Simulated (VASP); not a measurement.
**BH24C12F3: single point with PBE+D3(BJ)**

System: BH24C12F3.

```
B F C H
1.0
     8.52885    0.00000    0.00000
     0.00000    8.52885    0.00000
     0.00000    0.00000    8.52885
B F C H
1 3 12 24
Direct
  0.97011 0.73374 0.60528
  0.07705 0.67109 0.51100
  0.86833 0.83704 0.54963
  0.96562 0.69369 0.75499
  0.88321 0.49149 0.18696
  0.82611 0.63678 0.18053
  0.45944 0.29515 0.15250
  0.46548 0.44771 0.12002
  0.69433 0.09276 0.80643
  0.60902 0.96531 0.83634
  0.46803 0.46654 0.60668
  0.61759 0.45356 0.56353
  0.20916 0.74786 0.11279
  0.23753 0.87444 0.02610
  0.07290 0.30755 0.70036
  0.14007 0.19209 0.78120
  0.00140 0.46777 0.22966
  0.81381 0.39054 0.14967
  0.89491 0.73841 0.21670
  0.70819 0.66044 0.13715
  0.46344 0.20692 0.05996
  0.45087 0.25260 0.27292
  0.47461 0.49137 0.00010
  0.46131 0.53643 0.21198
  0.78091 0.09518 0.71218
  0.68147 0.19977 0.87563
  0.62214 0.85841 0.76730
  0.52245 0.96186 0.93069
  0.37570 0.49127 0.52155
  0.43076 0.45218 0.72814
  0.65489 0.46648 0.44183
  0.70913 0.42804 0.64929
  0.21937 0.74991 0.24032
  0.17309 0.63732 0.06006
  0.27170 0.98614 0.07818
  0.22659 0.87169 0.89874
  0.95434 0.34742 0.72704
  0.13345 0.36801 0.60544
  0.07856 0.13245 0.87619
  0.25930 0.15310 0.75590
```

```yaml
Program: VASP 6.6.1
Task: single point
Functional: PBE
Dispersion: D3(BJ)
Potentials_or_basis: VASP PAW PBE potentials, release 64 (B_h, F_h, C_h, H_h)
Cutoff: 910 eV
k_mesh: 1 × 1 × 1
Occupations: fermi-dirac, width 0.05 eV
Spin: no spin polarisation
Dipole_correction: no
Further_INCAR_settings: LREAL = Auto; ALGO = Normal; EDIFF = 1e-06; NBANDS = 74
```

```json
{
  "Pressure": "-0.3 GPa",
  "Largest force": "0.134 eV/Å",
  "Band gap on the k mesh": "5.08 eV",
  "Dispersion energy per atom": "-0.034 eV"
}
```

Forces on the atoms (eV/Å):
```
B   -0.109  0.061 -0.012
F   -0.027  0.063  0.063
F    0.110 -0.074 -0.020
F    0.037 -0.008 -0.058
C   -0.019  0.008  0.004
C    0.017 -0.017 -0.003
C   -0.008 -0.013  0.006
C   -0.008  0.002  0.000
C   -0.005 -0.027  0.000
C    0.013  0.017  0.007
C    0.009  0.009 -0.014
C   -0.006  0.003  0.008
C    0.001  0.006  0.006
C    0.000 -0.007  0.001
C    0.003 -0.012  0.010
C   -0.007  0.017 -0.011
H    0.002 -0.008 -0.003
H    0.011  0.025  0.025
H   -0.015 -0.031 -0.025
H   -0.001  0.000 -0.007
H   -0.017  0.006  0.014
H    0.006 -0.007 -0.010
H   -0.011 -0.003  0.014
H    0.008 -0.014 -0.015
H   -0.053  0.001  0.036
H    0.009 -0.008 -0.005
H   -0.010 -0.006  0.007
H    0.059 -0.015 -0.029
H    0.001  0.010  0.010
H   -0.008  0.001 -0.004
H    0.004  0.008  0.011
H   -0.004 -0.002  0.000
H    0.000  0.002  0.003
H   -0.001 -0.005 -0.004
H    0.008  0.001  0.007
H   -0.001  0.004 -0.001
H   -0.003 -0.001  0.000
H    0.000 -0.004 -0.006
H    0.008  0.015 -0.003
H    0.007  0.003 -0.003
```

Stress tensor (GPa, compression positive):
```
-0.15  0.04 -0.01
 0.04 -0.27 -0.10
-0.01 -0.10 -0.36
```

Levels at points of the mesh, in eV from the valence-band top:
```tsv
k point	band 46	band 47	band 48	band 49	band 50	band 51
(0.00, 0.00, 0.00)	-0.24	-0.11	0.00	5.08	5.09	5.28
```

Wall time 3.2 min on 1 thread of Intel(R) Xeon(R) Platinum 8488C (Sapphire Rapids), on a shared host, peak memory 1.1 GiB.

Caveat: the k points lie up to 0.74 Å⁻¹ apart; the cutoff is under 1.25 times the usual one of these potentials, so pressure, stress and relaxed cells hold a basis-set (Pulay) error.
